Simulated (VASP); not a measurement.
A run of VASP 6.6.1:

INCAR

```
PREC = Accurate
ENCUT = 520
EDIFF = 1E-6
ISMEAR = 0
SIGMA = 0.1
LREAL = F
LASPH = T
NELM = 80
ALGO = Normal
ISIF = 2
LWAVE = F
LCHARG = F
GGA = PE
NBANDS = 8
```

The input KPOINTS:

```
Automatic mesh
0
Gamma
  20 20 20
```

POSCAR

```
Si
1.0
   -1.6027064358      1.6027064358      1.3204882896
    1.6027064358     -1.6027064358      1.3204882896
    1.6027064358      1.6027064358     -1.3204882896
Si
1
Direct
    0.0000000000      0.0000000000      0.0000000000
```

Potentials or basis: VASP PAW PBE potentials, release 64 (Si).

Run with:

```console
$ cat potpaw_PBE.64/Si/POTCAR > POTCAR
$ mpirun -np 1 vasp_std > vasp.out
```

Hardware: 1 thread of Intel(R) Xeon(R) Platinum 8488C (Sapphire Rapids), with other jobs on the host.

Q: Estimate the wall time of this run.

A: Run time: 23 s on 1 thread of Intel(R) Xeon(R) Platinum 8488C (Sapphire Rapids), on a shared host, peak memory 0.16 GiB. Counts: scf iterations 9, k points 641.
